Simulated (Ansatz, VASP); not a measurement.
## One calculation of Os, two programs

Contents of POSCAR:

```
Os
1.0
    2.7393806551      0.0000000000      0.0000000000
   -1.3696903275      2.3723732379      0.0000000000
    0.0000000000      0.0000000000      4.3138178725
Os
2
Direct
    0.3333333333      0.6666666667      0.2500000000
    0.6666666667      0.3333333333      0.7500000000
```

INCAR.step1

```
SYSTEM = Os
PREC = Accurate
ENCUT = 620
ISMEAR = -1
SIGMA = 0.2
LREAL = .FALSE.
LASPH = .TRUE.
NELM = 120
NBANDS = 23
GGA = PE
ALGO = Normal
EDIFF = 1E-5
LWAVE = .TRUE.
LCHARG = .FALSE.
GGA_COMPAT = .FALSE.
```

File INCAR.step2:

```
SYSTEM = Os
PREC = Accurate
ENCUT = 620
EDIFF = 1E-6
ISMEAR = -1
SIGMA = 0.2
LREAL = .FALSE.
LASPH = .TRUE.
NELM = 120
ALGO = Normal
ISIF = 2
LWAVE = .FALSE.
LCHARG = .FALSE.
METAGGA = R2SCAN
LMIXTAU = .TRUE.
NBANDS = 23
ISTART = 1
GGA_COMPAT = .FALSE.
```

Contents of KPOINTS:

```
Automatic mesh
0
G
  13 13 7
  0 0 0
```

Input for Ansatz:

```yaml
crystal:
  lattice:
    - [2.7393806551, 0.0, 0.0]
    - [-1.3696903275, 2.3723732379, 0.0]
    - [0.0, 0.0, 4.3138178725]
  atoms:
    - { symbol: Os, position: [0.3333333333, 0.6666666667, 0.25] }
    - { symbol: Os, position: [0.6666666667, 0.3333333333, 0.75] }
hamiltonian:
  xc: r2scan
  pseudopotentials:
    kind: paw
    azcp:
      Os: "pseudopotentials/Os.paw.azcp"
basis:
  ecutwfc: 500
  fft_grid_basis: typed
kpoints:
  mp_grid: { grid: [13, 13, 7], shift: [0, 0, 0] }
magnetization:
  spin_polarized: false
scf:
  occupations: { method: fermi_dirac, width: 0.2 }
  lower_state_search: "off"
output:
  stress: true
```

Alike in both runs: task single point; functional r2SCAN; k mesh 13 × 13 × 7; occupations fermi-dirac, width 0.2 eV; no spin polarisation.

|  | VASP | Ansatz |
| --- | --- | --- |
| version | VASP 6.6.1 | Ansatz 0.2.0 |
| potentials or method | VASP PAW PBE potentials, release 64 (Os_sv_GW), cutoff 620 eV | plane waves (500 eV) with PAW, scalar-relativistic |
| valence electrons in the cell | 32 | 32 |

```csv
,VASP,Ansatz,Ansatz less VASP
pressure (GPa),-0.2,0.5,+0.75
"traceless stress, the component that is largest in VASP (GPa)",0.52,0.52,-0.005
```

VASP's potentials were made for PBE, not for r2SCAN.

Neither program's run includes spin-orbit coupling.
